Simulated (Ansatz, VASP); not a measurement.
**CuPd in VASP and in Ansatz**

```
Cu Pd
1.0
     2.98800    0.01494    0.01494
     0.01494    2.98800    0.01494
     0.01494    0.01494    2.98800
Cu Pd
1 1
Direct
  0.00000 0.00000 0.00000
  0.50000 0.50000 0.50000
```

Change from the starting cell: equal xy, yz and zx shear strains of +1 %.

Alike in both runs: task single point; functional PBEsol; k mesh 14 × 14 × 14; occupations fermi-dirac, width 0.05 eV; no spin polarisation.

|  | VASP | Ansatz |
| --- | --- | --- |
| version | VASP 6.6.1 | Ansatz 0.2.0 |
| potentials or method | VASP PAW PBE potentials, release 64 (Cu, Pd), cutoff 520 eV | all-electron LAPW, scalar-relativistic |

```tsv
	VASP	Ansatz	Ansatz less VASP
pressure (GPa)	-4.3	-4.5	-0.27
traceless stress, the component that is largest in VASP (GPa)	-0.90	-0.90	+0.004
```

VASP's potentials were made for PBE, not for PBEsol. Ansatz ran all-electron here, and VASP with PAW potentials.
